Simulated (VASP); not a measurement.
## Ca3F: relaxation of cell and atoms with PBE

Ca3F:

```
Ca F
1.0
     5.21219    0.00000    0.00000
     0.00000    5.21219    0.00000
     0.00000    0.00000    5.21219
Ca F
3 1
Direct
  0.00000 0.50000 0.50000
  0.50000 0.00000 0.50000
  0.50000 0.50000 0.00000
  0.00000 0.00000 0.00000
```

```
Program                : VASP 6.6.1
Task                   : relaxation of cell and atoms
Functional             : PBE
Potentials or basis    : VASP PAW PBE potentials, release 64 (Ca_sv, F)
Cutoff                 : 600 eV
k mesh                 : 10 × 10 × 10
Occupations            : gaussian, width 0.1 eV
Spin                   : no spin polarisation
Dipole correction      : no
Further INCAR settings : ALGO = Normal; EDIFF = 1e-07; IBRION = 2; EDIFFG = -0.01; NSW = 100; ISIF = 3
```

```json
{
 "Relaxed volume": "34.99 Å³/atom",
 "Relaxed cell": "a = 5.192 Å, b = 5.192 Å, c = 5.192 Å, α = 90.00°, β = 90.00°, γ = 90.00°",
 "Space group after relaxing (to 0.1 Å)": "Pm-3m (No. 221)",
 "Energy gained by relaxing": "0.3 meV/atom",
 "Ionic steps": "3",
 "Pressure after relaxing": "0.0 GPa",
 "Band gap on the k mesh": "zero (an odd number of electrons rules out a gap without spin polarisation)"
}
```

The path:
```csv
step,energy change (eV),largest force (eV/Å),pressure (GPa),volume (Å³)
1,0.0000,0.0000,-0.20,141.60
2,-0.0009,0.0000,-0.10,140.69
3,-0.0012,0.0000,-0.02,139.95
```

Final structure:
```
Ca F
1.0
     5.19184    0.00000    0.00000
     0.00000    5.19184    0.00000
     0.00000    0.00000    5.19184
Ca F
3 1
Direct
  0.00000 0.50000 0.50000
  0.50000 0.00000 0.50000
  0.50000 0.50000 0.00000
  0.00000 0.00000 0.00000
```

Levels at points of the mesh, in eV from the Fermi level:
```tsv
k point	band 14	band 15	band 16	band 17	band 18	band 19	band 20	band 21	band 22
(0.00, 0.00, 0.00)	-3.66	-3.57	-3.57	-3.57	-0.33	0.10	0.10	0.61	0.61
(0.50, 0.00, 0.00)	-4.01	-3.59	-3.59	-2.17	-1.46	0.42	0.87	1.01	1.14
(0.50, 0.50, 0.00)	-3.81	-3.81	-3.60	-1.46	-0.57	-0.57	0.29	0.68	1.34
(0.50, 0.50, 0.50)	-3.69	-3.69	-3.69	-0.79	-0.79	-0.79	-0.20	0.45	1.60
```

Run time: 5.3 min on 1 thread of Intel(R) Xeon(R) 6975P-C (Granite Rapids), on a shared host, peak memory 0.4 GiB.
